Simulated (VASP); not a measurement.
# O2 in VASP: single point with r2SCAN

Aim: the single point of O2 with r2SCAN.

Program: VASP 6.6.1. These are calculated values, not measurements. Logs are shortened: lines on timing, memory, paths and dates and some standing lists are left out, and cuts for length are marked.

## Step 1: The cell of the first run

The cell holds a molecule in a box, 2 atoms: a = 10.000 Å, b = 10.500 Å, c = 11.000 Å, α = 90.00°, β = 90.00°, γ = 90.00°.

## Step 2: Single point, r2SCAN, collinear spin, ferromagnetic start

File POSCAR:

```
O
1.0
   10.0000000000      0.0000000000      0.0000000000
    0.0000000000     10.5000000000      0.0000000000
    0.0000000000      0.0000000000     11.0000000000
O
2
Direct
    0.5000000000      0.5000000000      0.4449587598
    0.5000000000      0.5000000000      0.5550412402
```

File INCAR.step1:

```
PREC     = Accurate       # precision mode
ENCUT    = 910            # plane-wave cutoff, eV
ISMEAR   = 0              # smearing method
SIGMA    = 0.01           # smearing width, eV
LREAL    = False          # projectors in reciprocal space
LASPH    = True           # aspherical terms in the spheres
NELM     = 200            # most SCF steps
ISPIN    = 2              # spin polarisation
MAGMOM   = 0.61 0.61      # initial moments
NBANDS   = 17             # bands
GGA      = PE             # functional
ALGO     = Normal         # electronic algorithm
EDIFF    = 1E-5           # SCF threshold, eV
LWAVE    = True           # write WAVECAR
LCHARG   = False          # write CHGCAR
GGA_COMPAT= False        
NELMDL   = -8
```

File INCAR.step2:

```
PREC     = Accurate       # precision mode
ENCUT    = 910            # plane-wave cutoff, eV
EDIFF    = 1E-6           # SCF threshold, eV
ISMEAR   = 0              # smearing method
SIGMA    = 0.01           # smearing width, eV
LREAL    = False          # projectors in reciprocal space
LASPH    = True           # aspherical terms in the spheres
NELM     = 200            # most SCF steps
ALGO     = Normal         # electronic algorithm
ISIF     = 2              # what is computed and relaxed
LWAVE    = False          # write WAVECAR
LCHARG   = False          # write CHGCAR
ISPIN    = 2              # spin polarisation
MAGMOM   = 0.61 0.61      # initial moments
LORBIT   = 11             # projections on sites
METAGGA  = R2SCAN         # meta-GGA
LMIXTAU  = True         
NBANDS   = 17             # bands
ISTART   = 1            
GGA_COMPAT= False
```

File KPOINTS:

```
regular mesh
0
Gamma
  1 1 1
```

Potentials or basis: VASP PAW PBE potentials, release 64 (O_h).

Started as:

```console
$ cat potpaw_PBE.64/O_h/POTCAR > POTCAR
$ cp INCAR.step1 INCAR
$ mpirun -np 1 vasp_gam > vasp.out
$ cp INCAR.step2 INCAR
$ mpirun -np 1 vasp_gam > vasp.out
```

OUTCAR:

```text
PREC = Accurate
   ENCUT = 910
   EDIFF = 1E-6
   ISMEAR = 0
   LREAL = False
   LASPH = True
   NELM = 200
   ISIF = 2
   ISPIN = 2
   LORBIT = 11
   METAGGA = R2SCAN
   ISTART = 1

 ion  position               nearest neighbor table
   1  0.500  0.500  0.445-   2 1.21
   2  0.500  0.500  0.555-   1 1.21

  LATTYP: Found a simple orthorhombic cell.
 ALAT       =    10.0000000000
 B/A-ratio  =     1.0500000000
 C/A-ratio  =     1.1000000000

  Lattice vectors:

 A1 = (  10.0000000000,   0.0000000000,   0.0000000000)
 A2 = (   0.0000000000,  10.5000000000,   0.0000000000)
 A3 = (   0.0000000000,   0.0000000000,  11.0000000000)

Analysis of symmetry for initial positions (statically):
=====================================================================
 Subroutine PRICEL returns:
 Original cell was already a primitive cell.

 Routine SETGRP: Setting up the symmetry group for a
 simple orthorhombic supercell.

 Subroutine GETGRP returns: Found  8 space group operations
 (whereof  8 operations were pure point group operations)
 out of a pool of  8 trial point group operations.

The static configuration has the point symmetry D_2h.

Analysis of symmetry for dynamics (positions and initial velocities):
=====================================================================
 Subroutine PRICEL returns:
 Original cell was already a primitive cell.

 Routine SETGRP: Setting up the symmetry group for a
 simple orthorhombic supercell.

 Subroutine GETGRP returns: Found  8 space group operations
 (whereof  8 operations were pure point group operations)
 out of a pool of  8 trial point group operations.

The dynamic configuration has the point symmetry D_2h.

Analysis of structural, dynamic, and magnetic symmetry:
=====================================================================
 Subroutine PRICEL returns:
 Original cell was already a primitive cell.

 Routine SETGRP: Setting up the symmetry group for a
 simple orthorhombic supercell.

 Subroutine GETGRP returns: Found  8 space group operations
 (whereof  8 operations were pure point group operations)
 out of a pool of  8 trial point group operations.

The overall configuration has the point symmetry D_2h.

 Subroutine INISYM returns: Found  8 space group operations
 (whereof  8 operations are pure point group operations),
 and found     1 'primitive' translations

----------------------------------------------------------------------------------------

                                     Primitive cell

  volume of cell :    1155.0000

  direct lattice vectors                    reciprocal lattice vectors
    10.000000000  0.000000000  0.000000000     0.100000000  0.000000000  0.000000000
     0.000000000 10.500000000  0.000000000     0.000000000  0.095238095  0.000000000
     0.000000000  0.000000000 11.000000000     0.000000000  0.000000000  0.090909091

  length of vectors
    10.000000000 10.500000000 11.000000000     0.100000000  0.095238095  0.090909091

  position of ions in fractional coordinates (direct lattice)
     0.500000000  0.500000000  0.444958760
     0.500000000  0.500000000  0.555041240

  ion indices of the primitive-cell ions
   primitive index   ion index
                 1           1
                 2           2

----------------------------------------------------------------------------------------

 KPOINTS: regular mesh

Automatic generation of k-mesh.
 Grid dimensions read from file:
 generate k-points for:    1    1    1

 Generating k-lattice:

  Cartesian coordinates                     Fractional coordinates (reciprocal lattice)
     0.100000000  0.000000000  0.000000000     1.000000000  0.000000000  0.000000000
     0.000000000  0.095238095  0.000000000     0.000000000  1.000000000  0.000000000
     0.000000000  0.000000000  0.090909091     0.000000000  0.000000000  1.000000000

  Length of vectors
     0.100000000  0.095238095  0.090909091

  Shift w.r.t. Gamma in fractional coordinates (k-lattice)
     0.000000000  0.000000000  0.000000000

 Subroutine IBZKPT returns following result:
 ===========================================

 Found      1 irreducible k-points:

 Following reciprocal coordinates:
            Coordinates               Weight
  0.000000  0.000000  0.000000      1.000000
   k-points           NKPTS =      1   k-points in BZ     NKDIM =      1   number of bands    NBANDS=     17
   number of dos      NEDOS =    301   number of ions     NIONS =      2
   total plane-waves  NPLWV = ******
   dimension x,y,z NGX =    98 NGY =  108 NGZ =  108
   dimension x,y,z NGXF=   196 NGYF=  216 NGZF=  216
   ions per type =               2
   NGX,Y,Z   is equivalent  to a cutoff of  16.29, 17.10, 16.32 a.u.
   NGXF,Y,Z  is equivalent  to a cutoff of  32.58, 34.20, 32.64 a.u.
 SYSTEM =  unknown system
   PREC   = accura    normal or accurate (medium, high low for compatibility)
   ISTART =      1    job   : 0-new  1-cont  2-samecut
   ICHARG =      0    charge: 1-file 2-atom 10-const
   ISPIN  =      2    spin polarized calculation?
   LNONCOLLINEAR =      F non collinear calculations
   LSORBIT =      F    spin-orbit coupling
   LASPH  =      T    aspherical Exc in radial PAW
   ENCUT  =  910.0 eV  66.88 Ry    8.18 a.u.  24.60 25.83 27.06*2*pi/ulx,y,z
   NELM   =    200;   NELMIN=  2; NELMDL=  0     # of ELM steps
   EDIFF  = 0.1E-05   stopping-criterion for ELM
   LREAL  =      F    real-space projection
   EDIFFG = 0.1E-04   stopping-criterion for IOM
   NSW    =      0    number of steps for IOM
   IBRION =     -1    ionic relax: 0-MD 1-quasi-New 2-CG
   NFREE  =      0    steps in history (QN), initial steepest desc. (CG)
   ISIF   =      2    stress and relaxation
   ISYM   =      2    0-nonsym 1-usesym 2-fastsym
   POTIM  = 0.5000    time-step for ionic-motion
   TEBEG  =    0.0;   TEEND  =   0.0 temperature during run
   PSTRESS=    0.0 pullay stress
   NELECT =      12.0000    total number of electrons
   NUPDOWN=      -1.0000    fix difference up-down
   EMIN   =  10.00;   EMAX   =-10.00  energy-range for DOS
   EFERMI =   0.00;   METHOD = LEGACY
   ISMEAR =     0;   SIGMA  =   0.01  broadening in eV -4-tet -1-fermi 0-gaus
   EFERMI_NEDOS =   21; number of points for ismear=-14 and -15
   IALGO  =     38    algorithm
   IMIX   =      4    mixing-type and parameters
     AMIX     =   0.40;   BMIX     =  1.00
     AMIX_MAG =   1.60;   BMIX_MAG =  1.00
  volume/ion in A,a.u.               =     577.50      3897.16
  Fermi-wavevector in a.u.,A,eV,Ry     =   0.357225  0.675056  1.736231  0.127609
  Thomas-Fermi vector in A             =   1.274455
   LORBIT       =     11    0 simple, 1 ext, 2 COOP (PROOUT), +10 PAW based schemes
   METAGGA = R2SCAN    functional components
   LHFCALC =     F    Hartree Fock is set to
   AEXX    =    0.0000 exact exchange contribution
   IVDW    =     0    specifies the selected vdW correction
   LEPSILON=     F    determine dielectric tensor
   LRPA    =     F    only Hartree local field effects (RPA)
 spin polarized calculation
 Gauss-broadening in eV      SIGMA  =   0.01
  energy-cutoff  :      910.00
  volume of cell :     1155.00
 maximum number of plane-waves:     36021
 NGX is ok and might be reduce to    98
   NGX = 49   NGY = 51   NGZ = 55

 number of electron      12.0000002 magnetization       2.0000002

 Free energy of the ion-electron system (eV)
  ---------------------------------------------------
  ext. energy  EPLUGINS =         0.00000000
  ---------------------------------------------------
  free energy    TOTEN  =       -12.07434231 eV

  energy without entropy =      -12.07434231  energy(sigma->0) =      -12.07434231

 E-fermi :  -7.2182     XC(G=0):  -0.3119

 val. band max:       -7.3373049873   @ k =   0.0000   0.0000   0.0000
 cond. band min:      -3.8848967427   @ k =   0.0000   0.0000   0.0000
 fundamental gap:      3.4524082446
 Fermi energy:        -7.2182467932

 spin component 1

 k-point     1 :       0.0000    0.0000    0.0000
  band No.  band energies     occupation
      1     -34.2828      1.00000
      2     -21.8497      1.00000
      3     -14.1380      1.00000
      4     -14.1377      1.00000
      5     -13.9314      1.00000
      6      -7.3376      1.00000
[... 9 lines left out ...]
     16       2.6138      0.00000
     17       2.6457      0.00000
 Fermi energy:        -7.2182467932

 spin component 2

 k-point     1 :       0.0000    0.0000    0.0000
  band No.  band energies     occupation
      1     -32.8929      1.00000
      2     -19.4300      1.00000
      3     -12.8719      1.00000
      4     -11.6369      1.00000
      5     -11.6368      1.00000
      6      -3.8849      0.00000
[... 9 lines left out ...]
     16       2.6714      0.00000
     17       2.6948      0.00000

------------------------ aborting loop because EDIFF is reached ----------------------------------------

  FORCE on cell =-STRESS in cart. coord.  units (eV):
  Direction    XX          YY          ZZ          XY          YZ          ZX
  --------------------------------------------------------------------------------------
  -------------------------------------------------------------------------------------
  Total       -0.1104931     -0.1081424     -0.5095540      0.0000000      0.0000000      0.0000000
  in kB       -0.1532724     -0.1500116     -0.7068363      0.0000000      0.0000000      0.0000000
  external PRESSURE =      -0.3367067 kB  Pullay stress =       0.0000000 kB

 VOLUME and BASIS-vectors are now :
 -----------------------------------------------------------------------------
  energy-cutoff  :      910.00
  volume of cell :     1155.00
      direct lattice vectors                 reciprocal lattice vectors
    10.000000000  0.000000000  0.000000000     0.100000000  0.000000000  0.000000000
     0.000000000 10.500000000  0.000000000     0.000000000  0.095238095  0.000000000
     0.000000000  0.000000000 11.000000000     0.000000000  0.000000000  0.090909091

 POSITION                                       TOTAL-FORCE (eV/Angst)
 -----------------------------------------------------------------------------------
      5.00000      5.25000      4.89455         0.000000     -0.000000      0.341968
      5.00000      5.25000      6.10545         0.000000      0.000000     -0.341968
 -----------------------------------------------------------------------------------
    total drift:                                0.000000     -0.000000      0.000000

  FREE ENERGIE OF THE ION-ELECTRON SYSTEM (eV)
  ---------------------------------------------------
  free  energy   TOTEN  =       -12.0743423133 eV

  energy  without entropy=      -12.0743423133  energy(sigma->0) =      -12.07434231

 total charge

# of ion       s       p       d       tot
------------------------------------------
    1        1.092   2.228   0.000   3.320
    2        1.092   2.228   0.000   3.320
--------------------------------------------------
tot          2.184   4.455   0.000   6.639

 magnetization (x)

# of ion       s       p       d       tot
------------------------------------------
    1        0.021   0.628   0.000   0.649
    2        0.021   0.628   0.000   0.649
--------------------------------------------------
tot          0.042   1.255   0.000   1.298
```

It took 19 min on 1 thread of Intel Xeon Platinum 8375C at 2.90GHz (Ice Lake), shared host; peak memory 3.2 GiB.

Results:

```yaml
Free_energy: -12.0743 eV
Largest_force: 0.342 eV/Å
Gap_between_the_frontier_levels: 3.45 eV
Net_moment: 2.00 μB per cell
Site_moments: O +0.65 μB
Valence_electrons_inside_the_program's_atomic_spheres: O 3.32
```

Forces on the atoms (eV/Å):
```
O    0.000  0.000  0.342
O    0.000  0.000 -0.342
```

Levels at points of the mesh, in eV from the valence-band top:
Spin up:
| k point | band 3 | band 4 | band 5 | band 6 | band 7 | band 8 | band 9 | band 10 | band 11 | band 12 |
| --- | --- | --- | --- | --- | --- | --- | --- | --- | --- | --- |
| (0.00, 0.00, 0.00) | -6.80 | -6.80 | -6.59 | 0.00 | 0.00 | 7.39 | 8.53 | 8.63 | 8.72 | 8.79 |
Spin down:
| k point | band 3 | band 4 | band 5 | band 6 | band 7 | band 8 |
| --- | --- | --- | --- | --- | --- | --- |
| (0.00, 0.00, 0.00) | -5.53 | -4.30 | -4.30 | 3.45 | 3.45 | 7.44 |

Caveat: the cutoff is under 1.25 times the usual one of these potentials, so pressure, stress and relaxed cells hold a basis-set (Pulay) error; the PAW data sets were made with another functional, which shifts forces and pressure a little.
